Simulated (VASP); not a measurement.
A run of VASP 6.6.1 is set up as follows.

The input INCAR:

```
SYSTEM = MgO
  ALGO = Normal
  EDIFF = 1E-7
  ENCUT = 520
  GGA = PE
  ISIF = 2
  ISMEAR = 0
  LASPH = .True.
  LCHARG = .False.
  LREAL = .False.
  LWAVE = .False.
  NBANDS = 36
  NELM = 60
  PREC = Accurate
  SIGMA = 0.05
```

KPOINTS

```
k-points
0
Gamma
  4 4 4
  0 0 0
```

File POSCAR:

```
MgO
1.0
    5.6335409551      0.0000000000      0.0000000000
    0.0000000000      5.6335409551      0.0000000000
    0.0000000000      0.0000000000      5.6335409551
Mg O
6 6
Direct
    0.2500000000     -0.0131137337      0.5000000000
    0.0000000000      0.5135125039      0.2500000000
    0.5000000000      0.7449942673      0.0000000000
    0.7500000000     -0.0131137337      0.5000000000
    0.0000000000      0.5135125039      0.7500000000
    0.5000000000      0.2449942673      0.0000000000
    0.2500000000      0.5148165098      0.0000000000
    0.5000000000     -0.0060530480      0.2500000000
    0.0000000000      0.7482352396      0.5000000000
    0.7500000000      0.5148165098      0.0000000000
    0.5000000000     -0.0060530480      0.7500000000
    0.0000000000      0.2482352396      0.5000000000
```

Potentials or basis: VASP PAW PBE potentials, release 64 (Mg, O).

Command:

```bash
$ cat potpaw_PBE.64/Mg/POTCAR potpaw_PBE.64/O/POTCAR > POTCAR
$ mpirun -np 1 vasp_std > vasp.out
```

(1) What does it give for the pressure?

(2) Predict the largest force.

(3) Estimate the band gap on the k mesh.

Answers

(1) 0.1 GPa.

(2) 0.893 eV/Å.

(3) 2.85 eV.

Caveat: the cell differs from its parent crystal (atoms displaced along a vibrational mode).
